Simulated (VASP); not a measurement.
SnSe:

```
Sn Se
1.0
     3.23951    0.00000    0.00000
    -1.61975    2.80550    0.00000
     0.00000    0.00000    5.63760
Sn Se
1 1
Direct
  0.00000 0.00000 0.00000
  0.00000 0.00000 0.50000
```

The cell was built from a structure type or drawn by symmetry, and may not be a known phase.

- Program: VASP 6.6.1
- Task: relaxation of cell and atoms
- Functional: PBE
- Potentials or basis: VASP PAW PBE potentials, release 64 (Sn_d, Se)
- Cutoff: 600 eV
- k mesh: 18 × 18 × 10
- Occupations: gaussian, width 0.1 eV
- Spin: no spin polarisation

At the start: pressure 0.7 GPa; volume 25.62 Å³/atom.

Q: How do energy, volume and symmetry change on relaxing?

A: Over 4 steps the energy falls by 3.8 meV/atom and the volume is 25.88 Å³/atom (+1.0 %); space group P6/mmm (No. 191, to 0.1 Å) before and after.

The path:
```tsv
step	energy change (eV)	largest force (eV/Å)	pressure (GPa)	volume (Å³)
1	0.0000	0.0000	0.71	51.24
2	-0.0072	0.0000	-0.31	52.07
3	-0.0073	0.0000	-0.27	52.04
4	-0.0077	0.0000	-0.02	51.75
```

Final structure:
```cif
data_structure
_symmetry_space_group_name_H-M 'P 1'
_symmetry_Int_Tables_number 1
_cell_length_a 3.2253
_cell_length_b 3.2253
_cell_length_c 5.7445
_cell_angle_alpha 90.000
_cell_angle_beta 90.000
_cell_angle_gamma 120.000
_cell_volume 51.75
loop_
_atom_site_label
_atom_site_type_symbol
_atom_site_fract_x
_atom_site_fract_y
_atom_site_fract_z
_atom_site_occupancy
Sn1 Sn 0.00000 0.00000 0.00000 1
Se1 Se 0.00000 0.00000 0.50000 1
```
